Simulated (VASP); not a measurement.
MoW2, 6 atoms in the cell. The structure is orthorhombic, space group Ccce (No. 68). Conventional cell: a = 4.966 Å, b = 8.895 Å, c = 5.155 Å, α = 90.00°, β = 90.00°, γ = 90.00°. Mo (site symmetry 222) has 8 W at 2.66 to 3.13 Å within 3.5 Å. W (site symmetry 2) has 6 W at 2.58 to 2.91 Å and 4 Mo at 2.66 to 3.13 Å within 3.4 Å. 

```yaml
Program: VASP 6.6.1
Task: single point
Functional: PBE
Potentials_or_basis: VASP PAW PBE potentials, release 64 (Mo_sv, W_sv)
Cutoff: 520 eV
k_mesh: 4 × 4 × 4
Occupations: gaussian, width 0.1 eV
Spin: no spin polarisation
Dipole_correction: no
Further_INCAR_settings: ALGO = Normal; EDIFF = 1e-06; NBANDS = 51
```

Potentials or basis: VASP PAW PBE potentials, release 64 (Mo_sv, W_sv).

Command:

```sh
$ cat potpaw_PBE.64/Mo_sv/POTCAR potpaw_PBE.64/W_sv/POTCAR > POTCAR
$ mpirun -np 1 vasp_std > vasp.out
```

Hardware: 1 thread of AMD EPYC 7R43 64-Core Processor (Zen 3), on a shared host.

Problem. How long does it take, and how much memory?

Solution. Run time: 3.1 min on 1 thread of AMD EPYC 7R43 64-Core Processor (Zen 3) (shared host), peak memory 0.23 GiB. Counts: scf iterations 14, k points 21.
